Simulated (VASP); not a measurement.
Input of a VASP 6.6.1 run:

The input INCAR:

```
SYSTEM = SrPd5
ALGO = Normal
EDIFF = 1E-6
ENCUT = 520
ISIF = 2
ISMEAR = -1
LASPH = .TRUE.
LCHARG = .FALSE.
LREAL = .FALSE.
LWAVE = .FALSE.
NBANDS = 39
NELM = 80
PREC = Accurate
SIGMA = 0.1
```

The input KPOINTS:

```
k-points
0
G
  5 5 5
  0 0 0
```

File POSCAR:

```
SrPd5
1.0
    5.3830000000      0.0000000000      0.0000000000
   -2.6915000000      4.6618100000      0.0000000000
    0.0000000000      0.0000000000      4.3920000000
Sr Pd
1 5
Direct
    0.0000000000      0.0000000000      0.0000000000
    0.3333333333      0.6666666667      0.0000000000
    0.6666666667      0.3333333333      0.0000000000
    0.5000000000      0.0000000000      0.5000000000
    0.5000000000      0.5000000000      0.5000000000
    0.0000000000      0.5000000000      0.5000000000
```

Potentials or basis: VASP PAW LDA potentials, release 64 (Sr_sv, Pd).

The run is started by

```sh
$ cat potpaw_LDA.64/Sr_sv/POTCAR potpaw_LDA.64/Pd/POTCAR > POTCAR
$ mpirun -np 1 vasp_std > vasp.out
```

Task: Estimate the pressure.

Result: -5.7 GPa.

Task: What does it give for the band gap on the k mesh?

Result: Zero (band 30 reaches 7.24 eV, above the bottom of band 31 at 6.74 eV).

Stress tensor (GPa, compression positive):
```
-5.39  0.00  0.00
 0.00 -5.39  0.00
 0.00  0.00 -6.32
```
